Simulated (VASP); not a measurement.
Here is a VASP 6.6.1 calculation.

INCAR

```
PREC = Accurate
ENCUT = 520
EDIFF = 1E-6
ISMEAR = 0
SIGMA = 0.1
LREAL = F
LASPH = T
NELM = 60
ALGO = Normal
ISIF = 2
LWAVE = F
LCHARG = F
GGA = PE
NBANDS = 39
```

KPOINTS

```
regular mesh
0
Gamma
  10 10 10
```

POSCAR

```
LiW3N3
1.0
    4.1728127000      0.0000000000      0.0000000000
    0.0000000000      4.1728127000      0.0000000000
    0.0000000000      0.0000000000      4.1728127000
Li W N
1 3 3
Direct
    0.0000000000      0.0000000000      0.0000000000
    0.0000000000      0.5000000000      0.5000000000
    0.5000000000      0.0000000000      0.5000000000
    0.5000000000      0.5000000000      0.0000000000
    0.5000000000      0.0000000000      0.0000000000
    0.0000000000      0.5000000000      0.0000000000
    0.0000000000      0.0000000000      0.5000000000
```

Potentials or basis: VASP PAW PBE potentials, release 64 (Li_sv, W_sv, N).

Command:

```bash
$ cat potpaw_PBE.64/Li_sv/POTCAR potpaw_PBE.64/W_sv/POTCAR potpaw_PBE.64/N/POTCAR > POTCAR
$ mpirun -np 1 vasp_std > vasp.out
```

**Question.** Estimate the band gap on the k mesh.

**Answer.** Zero (bands 30 and 31 overlap by 3.06 eV).

Caveat: spin-orbit coupling is left out, which moves the levels of the heavy elements.
